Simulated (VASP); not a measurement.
# AlCo (Pm-3m) in VASP: notebook

The runs below take AlCo through single point, with PBE.

All numbers are computed with VASP 6.6.1; they aren't measurements. Logs are shortened: lines on timing, memory, paths and dates and some standing lists are left out, and cuts for length are marked.

## 1. The cell of the first run

Symmetry: Pm-3m, No. 221, cubic system. The conventional cell has a = 2.819 Å, b = 2.819 Å, c = 2.819 Å, α = 90.00°, β = 90.00°, γ = 90.00°. Within 3.2 Å of Al (site symmetry m-3m) lie 8 Co at 2.44 Å and 6 Al at 2.82 Å. Within 3.2 Å of Co (site symmetry m-3m) lie 8 Al at 2.44 Å and 6 Co at 2.82 Å.

## 2. Single point, PBE, collinear spin, ferromagnetic start

The input, INCAR:

```
  PREC = Accurate
  ENCUT = 520
  EDIFF = 1E-6
  ISMEAR = 1
  SIGMA = 0.05
  LREAL = F
  LASPH = T
  NELM = 150
  ALGO = Normal
  ISIF = 2
  LWAVE = F
  LCHARG = F
  ISPIN = 2
  MAGMOM = 0 3.2
  LORBIT = 11
  LMAXMIX = 4
  GGA = PE
  NBANDS = 17
```

The input, KPOINTS:

```
Automatic mesh
0
Gamma
  11 11 11
```

The input, POSCAR:

```
AlCo
1.0
    2.8194030000      0.0000000000      0.0000000000
    0.0000000000      2.8194030000      0.0000000000
    0.0000000000      0.0000000000      2.8194030000
Al Co
1 1
Direct
    0.0000000000      0.0000000000      0.0000000000
    0.5000000000      0.5000000000      0.5000000000
```

Potentials or basis: VASP PAW PBE potentials, release 64 (Al, Co).

Launch:

```bash
cat potpaw_PBE.64/Al/POTCAR potpaw_PBE.64/Co/POTCAR > POTCAR
mpirun -np 1 vasp_std > vasp.out
```

OUTCAR:

```text
PREC = Accurate
   ENCUT = 520
   EDIFF = 1E-6
   ISMEAR = 1
   LREAL = F
   LASPH = T
   NELM = 150
   ISIF = 2
   ISPIN = 2
   LORBIT = 11
   GGA = PE

 ion  position               nearest neighbor table
   1  0.000  0.000  0.000-   2 2.44   2 2.44   2 2.44   2 2.44   2 2.44   2 2.44   2 2.44   2 2.44

   2  0.500  0.500  0.500-   1 2.44   1 2.44   1 2.44   1 2.44   1 2.44   1 2.44   1 2.44   1 2.44

  LATTYP: Found a simple cubic cell.
 ALAT       =     2.8194030000

  Lattice vectors:

 A1 = (   2.8194030000,   0.0000000000,   0.0000000000)
 A2 = (   0.0000000000,   2.8194030000,   0.0000000000)
 A3 = (   0.0000000000,   0.0000000000,   2.8194030000)

Analysis of symmetry for initial positions (statically):
=====================================================================
 Subroutine PRICEL returns:
 Original cell was already a primitive cell.

 Routine SETGRP: Setting up the symmetry group for a
 simple cubic supercell.

 Subroutine GETGRP returns: Found 48 space group operations
 (whereof 48 operations were pure point group operations)
 out of a pool of 48 trial point group operations.

The static configuration has the point symmetry O_h .

Analysis of symmetry for dynamics (positions and initial velocities):
=====================================================================
 Subroutine PRICEL returns:
 Original cell was already a primitive cell.

 Routine SETGRP: Setting up the symmetry group for a
 simple cubic supercell.

 Subroutine GETGRP returns: Found 48 space group operations
 (whereof 48 operations were pure point group operations)
 out of a pool of 48 trial point group operations.

The dynamic configuration has the point symmetry O_h .

Analysis of structural, dynamic, and magnetic symmetry:
=====================================================================
 Subroutine PRICEL returns:
 Original cell was already a primitive cell.

 Routine SETGRP: Setting up the symmetry group for a
 simple cubic supercell.

 Subroutine GETGRP returns: Found 48 space group operations
 (whereof 48 operations were pure point group operations)
 out of a pool of 48 trial point group operations.

The overall configuration has the point symmetry O_h .

 Subroutine INISYM returns: Found 48 space group operations
 (whereof 48 operations are pure point group operations),
 and found     1 'primitive' translations

----------------------------------------------------------------------------------------

                                     Primitive cell

  volume of cell :      22.4115

  direct lattice vectors                    reciprocal lattice vectors
     2.819403000  0.000000000  0.000000000     0.354685017  0.000000000  0.000000000
     0.000000000  2.819403000  0.000000000     0.000000000  0.354685017  0.000000000
     0.000000000  0.000000000  2.819403000     0.000000000  0.000000000  0.354685017

  length of vectors
     2.819403000  2.819403000  2.819403000     0.354685017  0.354685017  0.354685017

  position of ions in fractional coordinates (direct lattice)
     0.000000000  0.000000000  0.000000000
     0.500000000  0.500000000  0.500000000

  ion indices of the primitive-cell ions
   primitive index   ion index
                 1           1
                 2           2

----------------------------------------------------------------------------------------

 KPOINTS: Automatic mesh

Automatic generation of k-mesh.
 Grid dimensions read from file:
 generate k-points for:   11   11   11

 Generating k-lattice:

  Cartesian coordinates                     Fractional coordinates (reciprocal lattice)
     0.032244092  0.000000000  0.000000000     0.090909091  0.000000000  0.000000000
     0.000000000  0.032244092  0.000000000     0.000000000  0.090909091  0.000000000
     0.000000000  0.000000000  0.032244092     0.000000000  0.000000000  0.090909091

  Length of vectors
     0.032244092  0.032244092  0.032244092

  Shift w.r.t. Gamma in fractional coordinates (k-lattice)
     0.000000000  0.000000000  0.000000000

 Subroutine IBZKPT returns following result:
 ===========================================

 Found     56 irreducible k-points:

 Following reciprocal coordinates:
            Coordinates               Weight
  0.000000  0.000000  0.000000      1.000000
  0.090909  0.000000  0.000000      6.000000
  0.181818  0.000000  0.000000      6.000000
  0.272727  0.000000  0.000000      6.000000
  0.363636  0.000000  0.000000      6.000000
  0.454545  0.000000  0.000000      6.000000
[... 16 lines left out ...]
  0.181818  0.090909  0.090909     24.000000
  0.272727  0.090909  0.090909     24.000000
 [... further k-points ...]
   k-points           NKPTS =     56   k-points in BZ     NKDIM =     56   number of bands    NBANDS=     17
   number of dos      NEDOS =    301   number of ions     NIONS =      2
   total plane-waves  NPLWV =  13824
   dimension x,y,z NGX =    24 NGY =   24 NGZ =   24
   dimension x,y,z NGXF=    48 NGYF=   48 NGZF=   48
   ions per type =               1   1
   NGX,Y,Z   is equivalent  to a cutoff of  14.15, 14.15, 14.15 a.u.
   NGXF,Y,Z  is equivalent  to a cutoff of  28.30, 28.30, 28.30 a.u.
 SYSTEM =  unknown system
   PREC   = accura    normal or accurate (medium, high low for compatibility)
   ISTART =      0    job   : 0-new  1-cont  2-samecut
   ICHARG =      2    charge: 1-file 2-atom 10-const
   ISPIN  =      2    spin polarized calculation?
   LNONCOLLINEAR =      F non collinear calculations
   LSORBIT =      F    spin-orbit coupling
   LASPH  =      T    aspherical Exc in radial PAW
   ENCUT  =  520.0 eV  38.22 Ry    6.18 a.u.   5.24  5.24  5.24*2*pi/ulx,y,z
   NELM   =    150;   NELMIN=  2; NELMDL= -5     # of ELM steps
   EDIFF  = 0.1E-05   stopping-criterion for ELM
   LREAL  =      F    real-space projection
   EDIFFG = 0.1E-04   stopping-criterion for IOM
   NSW    =      0    number of steps for IOM
   IBRION =     -1    ionic relax: 0-MD 1-quasi-New 2-CG
   NFREE  =      0    steps in history (QN), initial steepest desc. (CG)
   ISIF   =      2    stress and relaxation
   ISYM   =      2    0-nonsym 1-usesym 2-fastsym
   POTIM  = 0.5000    time-step for ionic-motion
   TEBEG  =    0.0;   TEEND  =   0.0 temperature during run
   PSTRESS=    0.0 pullay stress
   NELECT =      12.0000    total number of electrons
   NUPDOWN=      -1.0000    fix difference up-down
   EMIN   =  10.00;   EMAX   =-10.00  energy-range for DOS
   EFERMI =   0.00;   METHOD = LEGACY
   ISMEAR =     1;   SIGMA  =   0.05  broadening in eV -4-tet -1-fermi 0-gaus
   EFERMI_NEDOS =   21; number of points for ismear=-14 and -15
   IALGO  =     38    algorithm
   IMIX   =      4    mixing-type and parameters
     AMIX     =   0.40;   BMIX     =  1.00
     AMIX_MAG =   1.60;   BMIX_MAG =  1.00
  volume/ion in A,a.u.               =      11.21        75.62
  Fermi-wavevector in a.u.,A,eV,Ry     =   1.329367  2.512139 24.044427  1.767215
  Thomas-Fermi vector in A             =   2.458534
   LORBIT       =     11    0 simple, 1 ext, 2 COOP (PROOUT), +10 PAW based schemes
   GGA     = PE    functional components
   LHFCALC =     F    Hartree Fock is set to
   AEXX    =    0.0000 exact exchange contribution
   IVDW    =     0    specifies the selected vdW correction
   LEPSILON=     F    determine dielectric tensor
   LRPA    =     F    only Hartree local field effects (RPA)
 spin polarized calculation
 Methfessel and Paxton  Order N= 1 SIGMA  =   0.05
  energy-cutoff  :      520.00
  volume of cell :       22.41
 maximum number of plane-waves:       621
 NGX is ok and might be reduce to    24
   NGX = 11   NGY = 11   NGZ = 11

 number of electron      11.9999996 magnetization       0.0045639

 Free energy of the ion-electron system (eV)
  ---------------------------------------------------
  ext. energy  EPLUGINS =         0.00000000
  ---------------------------------------------------
  free energy    TOTEN  =       -11.96995643 eV

  energy without entropy =      -11.96967305  energy(sigma->0) =      -11.96986197

 E-fermi :  11.0472     XC(G=0): -12.4237

 val. band max:       11.0367527853   @ k =   0.4545   0.3636   0.0000
 cond. band min:      11.0684760077   @ k =   0.4545   0.4545   0.1818
 fundamental gap:      0.0317232225
 Fermi energy:        11.0472349526

 spin component 1

 k-point     1 :       0.0000    0.0000    0.0000
  band No.  band energies     occupation
      1      -0.2803      1.00000
      2       7.9004      1.00000
      3       7.9004      1.00000
      4      10.1248      1.00000
      5      10.1248      1.00000
      6      10.1248      1.00000
[... 9 lines left out ...]
     16      34.9907      0.00000
     17      34.9907      0.00000

 k-point     2 :       0.0909    0.0000    0.0000
  band No.  band energies     occupation
      1      -0.1200      1.00000
      2       7.8844      1.00000
      3       7.9456      1.00000
      4      10.0384      1.00000
      5      10.0384      1.00000
      6      10.1340      1.00000
[... 9 lines left out ...]
     16      33.2715      0.00000
     17      35.7631      0.00000

 k-point     3 :       0.1818    0.0000    0.0000
  band No.  band energies     occupation
      1       0.3561      1.00000
      2       7.7608      1.00000
      3       8.0698      1.00000
      4       9.8218      1.00000
      5       9.8218      1.00000
      6      10.1587      1.00000
[... 392 lines left out ...]
 k-point    23 :       0.1818    0.0909    0.0909
  band No.  band energies     occupation
      1       0.6683      1.00000
      2       7.8658      1.00000
      3       8.0781      1.00000
      4       9.7038      1.00000
      5       9.7386      1.00000
      6       9.9933      1.00000
[... 9 lines left out ...]
     16      33.3216      0.00000
     17      34.8608      0.00000

 k-point    24 :       0.2727    0.0909    0.0909
  band No.  band energies     occupation
      1       1.4352      1.00000
      2       7.4381      1.00000
      3       8.2536      1.00000
      4       9.4542      1.00000
      5       9.4990      1.00000
      6      10.0307      1.00000
[... 9 lines left out ...]
     16      31.7859      0.00000
     17      33.4340      0.00000

 [... further k-points ...]

 spin component 2

 k-point     1 :       0.0000    0.0000    0.0000
  band No.  band energies     occupation
      1      -0.2808      1.00000
      2       7.9049      1.00000
      3       7.9049      1.00000
      4      10.1295      1.00000
      5      10.1295      1.00000
      6      10.1295      1.00000
[... 9 lines left out ...]
     16      34.9897      0.00000
     17      34.9897      0.00000

 k-point     2 :       0.0909    0.0000    0.0000
  band No.  band energies     occupation
      1      -0.1205      1.00000
      2       7.8888      1.00000
      3       7.9502      1.00000
      4      10.0430      1.00000
      5      10.0430      1.00000
      6      10.1387      1.00000
[... 9 lines left out ...]
     16      33.2706      0.00000
     17      35.7629      0.00000

 k-point     3 :       0.1818    0.0000    0.0000
  band No.  band energies     occupation
      1       0.3556      1.00000
      2       7.7645      1.00000
      3       8.0746      1.00000
      4       9.8263      1.00000
      5       9.8263      1.00000
      6      10.1635      1.00000
[... 392 lines left out ...]
 k-point    23 :       0.1818    0.0909    0.0909
  band No.  band energies     occupation
      1       0.6677      1.00000
      2       7.8695      1.00000
      3       8.0827      1.00000
      4       9.7081      1.00000
      5       9.7431      1.00000
      6       9.9979      1.00000
[... 9 lines left out ...]
     16      33.3209      0.00000
     17      34.8604      0.00000

 k-point    24 :       0.2727    0.0909    0.0909
  band No.  band energies     occupation
      1       1.4347      1.00000
      2       7.4404      1.00000
      3       8.2583      1.00000
      4       9.4585      1.00000
      5       9.5033      1.00000
      6      10.0353      1.00000
[... 9 lines left out ...]
     16      31.7859      0.00000
     17      33.4337      0.00000

 [... further k-points ...]

------------------------ aborting loop because EDIFF is reached ----------------------------------------

  FORCE on cell =-STRESS in cart. coord.  units (eV):
  Direction    XX          YY          ZZ          XY          YZ          ZX
  --------------------------------------------------------------------------------------
  -------------------------------------------------------------------------------------
  Total        0.9058280      0.9058280      0.9058280      0.0000000     -0.0000000      0.0000000
  in kB       64.7567220     64.7567220     64.7567220      0.0000000     -0.0000000      0.0000000
  external PRESSURE =      64.7567220 kB  Pullay stress =       0.0000000 kB

 VOLUME and BASIS-vectors are now :
 -----------------------------------------------------------------------------
  energy-cutoff  :      520.00
  volume of cell :       22.41
      direct lattice vectors                 reciprocal lattice vectors
     2.819403000  0.000000000  0.000000000     0.354685017  0.000000000  0.000000000
     0.000000000  2.819403000  0.000000000     0.000000000  0.354685017  0.000000000
     0.000000000  0.000000000  2.819403000     0.000000000  0.000000000  0.354685017

 POSITION                                       TOTAL-FORCE (eV/Angst)
 -----------------------------------------------------------------------------------
      0.00000      0.00000      0.00000         0.000000      0.000000      0.000000
      1.40970      1.40970      1.40970         0.000000      0.000000      0.000000
 -----------------------------------------------------------------------------------
    total drift:                                0.000000     -0.000000     -0.000000

  FREE ENERGIE OF THE ION-ELECTRON SYSTEM (eV)
  ---------------------------------------------------
  free  energy   TOTEN  =       -11.9699564319 eV

  energy  without entropy=      -11.9696730496  energy(sigma->0) =      -11.96986197

 total charge

# of ion       s       p       d       tot
------------------------------------------
    1        0.398   0.443   0.000   0.842
    2        0.446   0.536   7.530   8.512
--------------------------------------------------
tot          0.845   0.979   7.530   9.354

 magnetization (x)

# of ion       s       p       d       tot
------------------------------------------
    1       -0.000  -0.000   0.000  -0.000
    2        0.000   0.000   0.004   0.004
--------------------------------------------------
tot         -0.000   0.000   0.004   0.004
```

It took 46 s on 1 thread of Intel Xeon 8259CL, shared host; peak memory 0.17 GiB.

Results:

- Free energy: -11.9700 eV
- Pressure: 6.5 GPa
- Band gap on the k mesh: zero (filled and empty bands overlap)
- Net moment: 0.00 μB per cell
- Valence electrons inside the program's atomic spheres: Al 0.84; Co 8.51

Levels at points of the mesh, in eV from the Fermi level:
Spin up:
```tsv
k point	band 4	band 5	band 6	band 7	band 8	band 9
(0.00, 0.00, 0.00)	-0.92	-0.92	-0.92	6.10	6.10	6.10
```
Spin down:
| k point | band 2 | band 3 | band 4 | band 5 | band 6 | band 7 | band 8 | band 9 | band 10 | band 11 |
| --- | --- | --- | --- | --- | --- | --- | --- | --- | --- | --- |
| (0.00, 0.00, 0.00) | -3.14 | -3.14 | -0.92 | -0.92 | -0.92 | 6.10 | 6.10 | 6.10 | 8.84 | 8.84 |

Caveat: the starting moments collapsed, and a magnetic state may lie lower.

## 3. Single point, PBE, collinear spin, ferromagnetic start

The input, INCAR:

```
SYSTEM = AlCo
ALGO = Normal
EDIFF = 1E-6
ENCUT = 520
GGA = PE
ISIF = 2
ISMEAR = 1
ISPIN = 2
LASPH = .True.
LCHARG = .False.
LMAXMIX = 4
LORBIT = 11
LREAL = .False.
LWAVE = .False.
MAGMOM = 0 3.2
NBANDS = 17
NELM = 150
PREC = Accurate
SIGMA = 0.025
```

The input, KPOINTS:

```
k-points
0
Gamma
  11 11 11
  0 0 0
```

POSCAR is that of step 2.

Potentials or basis: VASP PAW PBE potentials, release 64 (Al, Co).

Launch:

```bash
cat potpaw_PBE.64/Al/POTCAR potpaw_PBE.64/Co/POTCAR > POTCAR
mpirun -np 1 vasp_std > vasp.out
```

Run time: 55 s. Hardware: 1 thread of Intel Xeon 8259CL, shared host; peak memory 0.17 GiB.

Results (log left out):

| Property | Result |
| --- | --- |
| Free energy | -11.9699 eV |
| Pressure | 6.4 GPa |
| Band gap on the k mesh | zero (filled and empty bands overlap) |
| Net moment | 0.01 μB per cell |
| Valence electrons inside the program's atomic spheres | Al 0.84; Co 8.51 |

Levels at points of the mesh, in eV from the Fermi level:
Spin up:
```
           k point  band 2  band 3  band 4  band 5  band 6  band 7  band 8  band 9  band 10  band 11
(0.00, 0.00, 0.00)   -3.15   -3.15   -0.92   -0.92   -0.92    6.10    6.10    6.10     8.83     8.83
```
Spin down:
| k point | band 4 | band 5 | band 6 | band 7 | band 8 | band 9 |
| --- | --- | --- | --- | --- | --- | --- |
| (0.00, 0.00, 0.00) | -0.92 | -0.92 | -0.92 | 6.10 | 6.10 | 6.10 |

Caveat: the starting moments collapsed, and a magnetic state may lie lower.
